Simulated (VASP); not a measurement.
Here is a VASP 6.6.1 calculation.

INCAR

```
SYSTEM = Tl
  PREC = Accurate
  ENCUT = 520
  EDIFF = 1E-8
  ISMEAR = -1
  SIGMA = 0.05
  LREAL = .False.
  LASPH = .True.
  NELM = 60
  ALGO = Normal
  ISIF = 2
  LWAVE = .False.
  LCHARG = .False.
  GGA = PE
  LEFG = .True.
  NBANDS = 12
```

Contents of KPOINTS:

```
regular mesh
0
Gamma
  14 14 14
  0 0 0
```

POSCAR

```
Tl
1.0
    0.0000000000      2.2074617605      2.2074617605
    2.2074617605      0.0000000000      2.2074617605
    2.2074617605      2.2074617605      0.0000000000
Tl
1
Direct
    0.0000000000      0.0000000000      0.0000000000
```

Potentials or basis: VASP PAW PBE potentials, release 64 (Tl_d).

Run with:

```sh
$ cat potpaw_PBE.64/Tl_d/POTCAR > POTCAR
$ mpirun -np 1 vasp_std > vasp.out
```

Problem. Predict the pressure.

Solution. 27.5 GPa.

Caveat: without QUAD_EFG the Cq values of the log hold for a quadrupole moment of 1 mb, not for the nuclei.
